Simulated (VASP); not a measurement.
# Re (Fm-3m) in VASP: single point with PBE

Aim: the single point of Re with PBE.

All numbers are computed with VASP 6.6.1; they aren't measurements. Logs are shortened: lines on timing, memory, paths and dates and some standing lists are left out, and cuts for length are marked.

### Step 1. The cell of the first run

It takes space group Fm-3m (No. 225, cubic). The conventional cell has a = 4.002 Å, b = 4.002 Å, c = 4.002 Å, α = 90.00°, β = 90.00°, γ = 90.00°. Within 3.7 Å of Re (site symmetry m-3m) lie 12 Re at 2.83 Å.

### Step 2. Single point, PBE (volume scaled by 1.04)

The input, INCAR:

```
ALGO = Normal ; EDIFF = 1E-6
ENCUT = 520 ; GGA = PE
ISIF = 2 ; ISMEAR = -1
LASPH = T ; LCHARG = F
LREAL = F ; LWAVE = F
NBANDS = 10 ; NELM = 60
PREC = Accurate ; SIGMA = 0.03
```

The input, KPOINTS:

```
k-points
0
Gamma
  14 14 14
```

The input, POSCAR:

```
Re
1.0
    0.0000000000      2.0009898225      2.0009898225
    2.0009898225      0.0000000000      2.0009898225
    2.0009898225      2.0009898225      0.0000000000
Re
1
Direct
    0.0000000000      0.0000000000      0.0000000000
```

Potentials or basis: VASP PAW PBE potentials, release 64 (Re).

Launch:

```
> cat potpaw_PBE.64/Re/POTCAR > POTCAR
> mpirun -np 1 vasp_std > vasp.out
```

OUTCAR:

```text
EDIFF = 1E-6
   ENCUT = 520
   GGA = PE
   ISIF = 2
   ISMEAR = -1
   LASPH = T
   LREAL = F
   NELM = 60
   PREC = Accurate

 ion  position               nearest neighbor table
   1  0.000  0.000  0.000-

  LATTYP: Found a face centered cubic cell.
 ALAT       =     4.0019796450

  Lattice vectors:

 A1 = (   0.0000000000,   2.0009898225,   2.0009898225)
 A2 = (   2.0009898225,   0.0000000000,   2.0009898225)
 A3 = (   2.0009898225,   2.0009898225,   0.0000000000)

Analysis of symmetry for initial positions (statically):
=====================================================================
 Subroutine PRICEL returns:
 Original cell was already a primitive cell.

 Routine SETGRP: Setting up the symmetry group for a
 face centered cubic supercell.

 Subroutine GETGRP returns: Found 48 space group operations
 (whereof 48 operations were pure point group operations)
 out of a pool of 48 trial point group operations.

The static configuration has the point symmetry O_h .

Analysis of symmetry for dynamics (positions and initial velocities):
=====================================================================
 Subroutine PRICEL returns:
 Original cell was already a primitive cell.

 Routine SETGRP: Setting up the symmetry group for a
 face centered cubic supercell.

 Subroutine GETGRP returns: Found 48 space group operations
 (whereof 48 operations were pure point group operations)
 out of a pool of 48 trial point group operations.

The dynamic configuration has the point symmetry O_h .

 Subroutine INISYM returns: Found 48 space group operations
 (whereof 48 operations are pure point group operations),
 and found     1 'primitive' translations

----------------------------------------------------------------------------------------

                                     Primitive cell

  volume of cell :      16.0238

  direct lattice vectors                    reciprocal lattice vectors
     0.000000000  2.000989822  2.000989822    -0.249876333  0.249876333  0.249876333
     2.000989822  0.000000000  2.000989822     0.249876333 -0.249876333  0.249876333
     2.000989822  2.000989822  0.000000000     0.249876333  0.249876333 -0.249876333

  length of vectors
     2.829826945  2.829826945  2.829826945     0.432798505  0.432798505  0.432798505

  position of ions in fractional coordinates (direct lattice)
     0.000000000  0.000000000  0.000000000

  ion indices of the primitive-cell ions
   primitive index   ion index
                 1           1

----------------------------------------------------------------------------------------

 KPOINTS: k-points

Automatic generation of k-mesh.
 Grid dimensions read from file:
 generate k-points for:   14   14   14

 Generating k-lattice:

  Cartesian coordinates                     Fractional coordinates (reciprocal lattice)
    -0.017848310  0.017848310  0.017848310     0.071428571  0.000000000  0.000000000
     0.017848310 -0.017848310  0.017848310     0.000000000  0.071428571  0.000000000
     0.017848310  0.017848310 -0.017848310     0.000000000  0.000000000  0.071428571

  Length of vectors
     0.030914179  0.030914179  0.030914179

  Shift w.r.t. Gamma in fractional coordinates (k-lattice)
     0.000000000  0.000000000  0.000000000

 Subroutine IBZKPT returns following result:
 ===========================================

 Found    104 irreducible k-points:

 Following reciprocal coordinates:
            Coordinates               Weight
  0.000000  0.000000  0.000000      1.000000
  0.071429  0.000000  0.000000      8.000000
  0.142857  0.000000  0.000000      8.000000
  0.214286  0.000000  0.000000      8.000000
  0.285714  0.000000  0.000000      8.000000
  0.357143  0.000000  0.000000      8.000000
[... 16 lines left out ...]
  0.214286  0.142857  0.000000     24.000000
  0.285714  0.142857  0.000000     24.000000
 [... further k-points ...]
   k-points           NKPTS =    104   k-points in BZ     NKDIM =    104   number of bands    NBANDS=     10
   number of dos      NEDOS =    301   number of ions     NIONS =      1
   total plane-waves  NPLWV =  13824
   dimension x,y,z NGX =    24 NGY =   24 NGZ =   24
   dimension x,y,z NGXF=    48 NGYF=   48 NGZF=   48
   ions per type =               1
   NGX,Y,Z   is equivalent  to a cutoff of  14.10, 14.10, 14.10 a.u.
   NGXF,Y,Z  is equivalent  to a cutoff of  28.20, 28.20, 28.20 a.u.
 SYSTEM =  unknown system
   PREC   = accura    normal or accurate (medium, high low for compatibility)
   ISTART =      0    job   : 0-new  1-cont  2-samecut
   ICHARG =      2    charge: 1-file 2-atom 10-const
   ISPIN  =      1    spin polarized calculation?
   LNONCOLLINEAR =      F non collinear calculations
   LSORBIT =      F    spin-orbit coupling
   LASPH  =      T    aspherical Exc in radial PAW
   ENCUT  =  520.0 eV  38.22 Ry    6.18 a.u.   5.26  5.26  5.26*2*pi/ulx,y,z
   NELM   =     60;   NELMIN=  2; NELMDL= -5     # of ELM steps
   EDIFF  = 0.1E-05   stopping-criterion for ELM
   LREAL  =      F    real-space projection
   EDIFFG = 0.1E-04   stopping-criterion for IOM
   NSW    =      0    number of steps for IOM
   IBRION =     -1    ionic relax: 0-MD 1-quasi-New 2-CG
   NFREE  =      0    steps in history (QN), initial steepest desc. (CG)
   ISIF   =      2    stress and relaxation
   ISYM   =      2    0-nonsym 1-usesym 2-fastsym
   POTIM  = 0.5000    time-step for ionic-motion
   TEBEG  =    0.0;   TEEND  =   0.0 temperature during run
   PSTRESS=    0.0 pullay stress
   NELECT =       7.0000    total number of electrons
   NUPDOWN=      -1.0000    fix difference up-down
   EMIN   =  10.00;   EMAX   =-10.00  energy-range for DOS
   EFERMI =   0.00;   METHOD = LEGACY
   ISMEAR =    -1;   SIGMA  =   0.03  broadening in eV -4-tet -1-fermi 0-gaus
   EFERMI_NEDOS =   21; number of points for ismear=-14 and -15
   IALGO  =     38    algorithm
   IMIX   =      4    mixing-type and parameters
     AMIX     =   0.40;   BMIX     =  1.00
     AMIX_MAG =   1.60;   BMIX_MAG =  1.00
  volume/ion in A,a.u.               =      16.02       108.13
  Fermi-wavevector in a.u.,A,eV,Ry     =   1.242184  2.347388 20.994080  1.543021
  Thomas-Fermi vector in A             =   2.376550
   LORBIT       =      0    0 simple, 1 ext, 2 COOP (PROOUT), +10 PAW based schemes
   GGA     = PE    functional components
   LHFCALC =     F    Hartree Fock is set to
   AEXX    =    0.0000 exact exchange contribution
   IVDW    =     0    specifies the selected vdW correction
   LEPSILON=     F    determine dielectric tensor
   LRPA    =     F    only Hartree local field effects (RPA)
 non-spin polarized calculation
  energy-cutoff  :      520.00
  volume of cell :       16.02
 maximum number of plane-waves:       444
 NGX is ok and might be reduce to    24
   NGX = 11   NGY = 11   NGZ = 11

 number of electron       7.0000000 magnetization

 Free energy of the ion-electron system (eV)
  ---------------------------------------------------
  ext. energy  EPLUGINS =         0.00000000
  ---------------------------------------------------
  free energy    TOTEN  =       -12.28398630 eV

  energy without entropy =      -12.27961153  energy(sigma->0) =      -12.28179891

 E-fermi :   7.0987     XC(G=0): -13.2638

 val. band max:        7.0837646740   @ k =  -0.2143   0.2857   0.0714
 cond. band min:       7.1446165896   @ k =  -0.1429   0.1429   0.0000
 fundamental gap:      0.0608519156
 Fermi energy:         7.0987204993

 k-point     1 :       0.0000    0.0000    0.0000
  band No.  band energies     occupation
      1      -2.4087      2.00000
      2       5.4258      2.00000
      3       5.4258      2.00000
      4       5.4258      2.00000
      5       8.2230      0.00000
      6       8.2230      0.00000
      7      20.9472      0.00000
      8      26.1252      0.00000
      9      26.1252      0.00000
     10      26.1252      0.00000

 k-point     2 :       0.0714    0.0000    0.0000
  band No.  band energies     occupation
      1      -2.1937      2.00000
      2       5.2857      2.00000
      3       5.5240      2.00000
      4       5.5240      2.00000
      5       8.1494      0.00000
      6       8.1494      0.00000
      7      21.3542      0.00000
      8      25.0493      0.00000
      9      26.5080      0.00000
     10      26.5080      0.00000

 k-point     3 :       0.1429    0.0000    0.0000
  band No.  band energies     occupation
      1      -1.5846      2.00000
      2       4.9567      2.00000
      3       5.7504      2.00000
      4       5.7504      2.00000
      5       8.0293      0.00000
      6       8.0293      0.00000
      7      22.3324      0.00000
      8      23.3762      0.00000
      9      27.5979      0.00000
     10      27.5979      0.00000

 k-point     4 :       0.2143    0.0000    0.0000
  band No.  band energies     occupation
      1      -0.7091      2.00000
      2       4.6726      2.00000
      3       5.8835      2.00000
      4       5.8835      2.00000
      5       8.1476      0.00000
      6       8.1476      0.00000
      7      21.4329      0.00000
      8      23.7546      0.00000
      9      29.2241      0.00000
     10      29.2268      0.00000

 k-point     5 :       0.2857    0.0000    0.0000
  band No.  band energies     occupation
      1       0.1558      2.00000
      2       4.7653      2.00000
      3       5.7587      2.00000
      4       5.7587      2.00000
      5       8.6987      0.00000
      6       8.6987      0.00000
      7      19.8778      0.00000
      8      23.4980      0.00000
      9      30.4020      0.00000
     10      30.4237      0.00000

 k-point     6 :       0.3571    0.0000    0.0000
  band No.  band energies     occupation
      1       0.6701      2.00000
      2       5.5126      2.00000
      3       5.5179      2.00000
      4       5.5179      2.00000
      5       9.4857      0.00000
      6       9.4857      0.00000
      7      18.2724      0.00000
      8      21.9367      0.00000
      9      28.4600      0.00000
     10      28.4600      0.00000

 k-point     7 :       0.4286    0.0000    0.0000
  band No.  band energies     occupation
      1       0.8275      2.00000
      2       5.3242      2.00000
      3       5.3242      2.00000
      4       6.6368      2.00000
      5      10.1765      0.00000
      6      10.1765      0.00000
      7      16.6698      0.00000
      8      20.7946      0.00000
      9      26.8526      0.00000
     10      26.8526      0.00000

 k-point     8 :       0.5000    0.0000    0.0000
  band No.  band energies     occupation
      1       0.8489      2.00000
      2       5.2528      2.00000
      3       5.2528      2.00000
      4       7.2305      0.02442
      5      10.4560      0.00000
      6      10.4560      0.00000
      7      15.8988      0.00000
      8      20.4329      0.00000
      9      26.2623      0.00000
     10      26.2623      0.00000

 k-point     9 :       0.0714    0.0714    0.0000
  band No.  band energies     occupation
      1      -2.1217      2.00000
      2       5.1736      2.00000
      3       5.5959      2.00000
      4       5.5959      2.00000
      5       7.9224      0.00000
      6       8.3157      0.00000
      7      21.4955      0.00000
      8      25.3356      0.00000
      9      26.2737      0.00000
     10      26.2737      0.00000
[... 118 lines left out ...]
 k-point    19 :      -0.2143    0.0714    0.0000
  band No.  band energies     occupation
      1      -0.2216      2.00000
      2       4.4873      2.00000
      3       5.8233      2.00000
      4       6.0302      2.00000
      5       7.7231      0.00000
      6       8.9072      0.00000
      7      21.1607      0.00000
      8      24.1302      0.00000
      9      28.0830      0.00000
     10      29.2188      0.00000

 k-point    20 :      -0.1429    0.0714    0.0000
  band No.  band energies     occupation
      1      -1.1343      2.00000
      2       4.7002      2.00000
      3       5.8806      2.00000
      4       5.9404      2.00000
      5       7.5785      0.00000
      6       8.4272      0.00000
      7      22.6423      0.00000
      8      23.3072      0.00000
      9      27.0385      0.00000
     10      29.0292      0.00000

 k-point    21 :      -0.0714    0.0714    0.0000
  band No.  band energies     occupation
      1      -1.8455      2.00000
      2       5.0491      2.00000
      3       5.6660      2.00000
      4       5.7104      2.00000
      5       7.8500      0.00000
      6       8.2587      0.00000
      7      21.9891      0.00000
      8      24.2012      0.00000
      9      26.4091      0.00000
     10      27.4591      0.00000

 k-point    22 :       0.1429    0.1429    0.0000
  band No.  band energies     occupation
      1      -1.3044      2.00000
      2       4.5314      2.00000
      3       6.1013      2.00000
      4       6.1013      2.00000
      5       7.1497      0.30943
      6       8.5825      0.00000
      7      23.0073      0.00000
      8      24.5665      0.00000
      9      26.4928      0.00000
     10      26.4928      0.00000

 k-point    23 :       0.2143    0.1429    0.0000
  band No.  band energies     occupation
      1      -0.6287      2.00000
      2       4.1590      2.00000
      3       6.1869      2.00000
      4       6.4164      2.00000
      5       7.0525      1.64671
      6       8.7856      0.00000
      7      23.5123      0.00000
      8      24.1698      0.00000
      9      26.6679      0.00000
     10      27.1902      0.00000

 k-point    24 :       0.2857    0.1429    0.0000
  band No.  band energies     occupation
      1       0.2461      2.00000
      2       3.9199      2.00000
      3       5.6934      2.00000
      4       6.5295      2.00000
      5       7.8336      0.00000
      6       9.2064      0.00000
      7      21.8962      0.00000
      8      24.8348      0.00000
      9      26.7737      0.00000
     10      27.5221      0.00000

 [... further k-points ...]
[... 5 lines left out ...]
  --------------------------------------------------------------------------------------
  -------------------------------------------------------------------------------------
  Total       -2.1416957     -2.1416957     -2.1416957      0.0000000      0.0000000      0.0000000
  in kB     -214.1429161   -214.1429161   -214.1429161      0.0000000      0.0000000      0.0000000
  external PRESSURE =    -214.1429161 kB  Pullay stress =       0.0000000 kB

 VOLUME and BASIS-vectors are now :
 -----------------------------------------------------------------------------
  energy-cutoff  :      520.00
  volume of cell :       16.02
      direct lattice vectors                 reciprocal lattice vectors
     0.000000000  2.000989822  2.000989822    -0.249876333  0.249876333  0.249876333
     2.000989822  0.000000000  2.000989822     0.249876333 -0.249876333  0.249876333
     2.000989822  2.000989822  0.000000000     0.249876333  0.249876333 -0.249876333

 POSITION                                       TOTAL-FORCE (eV/Angst)
 -----------------------------------------------------------------------------------
      0.00000      0.00000      0.00000         0.000000      0.000000      0.000000
 -----------------------------------------------------------------------------------
    total drift:                                0.000000     -0.000000     -0.000000

  FREE ENERGIE OF THE ION-ELECTRON SYSTEM (eV)
  ---------------------------------------------------
  free  energy   TOTEN  =       -12.2839862969 eV

  energy  without entropy=      -12.2796115302  energy(sigma->0) =      -12.28179891
```

It took 41 s on 1 thread of AMD EPYC 7R13, shared host; peak memory 0.12 GiB.

Results:

| Property | Result |
| --- | --- |
| Free energy | -12.2840 eV |
| Pressure | -21.4 GPa |

Levels at points of the mesh, in eV from the Fermi level:
```tsv
k point	band 2	band 3	band 4	band 5	band 6	band 7
(0.00, 0.00, 0.00)	-1.67	-1.67	-1.67	1.12	1.12	13.85
(0.50, 0.00, 0.00)	-1.85	-1.85	0.13	3.36	3.36	8.80
(0.50, 0.50, 0.00)	-5.28	2.50	3.31	4.00	4.00	11.57
```

Caveat: spin-orbit coupling is left out, which moves the levels of the heavy elements.
